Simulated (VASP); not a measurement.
SnO2: single point with PBEsol

SnO2:

```
Sn O
1.0
     1.60624    0.92736    4.76837
    -1.60624    0.92736    4.76837
     0.00000   -1.85473    4.76837
Sn O
1 2
Direct
  0.50000 0.50000 0.50000
  0.23717 0.23717 0.23717
  0.76283 0.76283 0.76283
```

```
Program                : VASP 6.6.1
Task                   : single point
Functional             : PBEsol
Potentials or basis    : VASP PAW PBE potentials, release 64 (Sn_d, O)
Cutoff                 : 520 eV
k mesh                 : 8 × 8 × 8
Occupations            : methfessel-paxton, width 0.05 eV
Spin                   : no spin polarisation
Dipole correction      : no
Further INCAR settings : ALGO = Normal; EDIFF = 1e-07; NBANDS = 20
```

- Pressure: -1.8 GPa
- Largest force: 0.134 eV/Å
- Band gap on the k mesh: 1.98 eV (least direct gap 2.11 eV)

Forces on the atoms (eV/Å):
```
Sn   0.000  0.000  0.000
O    0.000  0.000 -0.134
O    0.000  0.000  0.134
```

Stress tensor (GPa, compression positive):
```
-1.69  0.00  0.00
 0.00 -1.69  0.00
 0.00  0.00 -1.96
```

Levels at points of the mesh, in eV from the valence-band top:
```tsv
k point	band 9	band 10	band 11	band 12	band 13	band 14	band 15	band 16	band 17	band 18
(0.00, 0.00, 0.00)	-1.30	-1.30	-0.89	-0.89	-0.13	1.98	5.67	11.06	11.06	11.71
(0.50, 0.00, 0.00)	-4.26	-3.03	-1.51	-0.59	-0.57	5.43	7.71	10.08	12.26	12.78
(0.50, 0.50, 0.00)	-4.49	-3.12	-1.17	-0.45	-0.01	5.14	6.88	10.78	11.25	12.50
(0.50, 0.50, 0.50)	-1.37	-1.37	-1.33	-0.84	-0.84	3.27	5.64	11.25	11.25	12.03
```

Run time: 3 min on 1 thread of Intel Xeon 8259CL, with other jobs on the host, peak memory 0.26 GiB.

Caveat: the PAW data sets were made with another functional, which shifts forces and pressure a little; spin-orbit coupling is left out, which moves the levels of the heavy elements. A k mesh can miss the band edges.
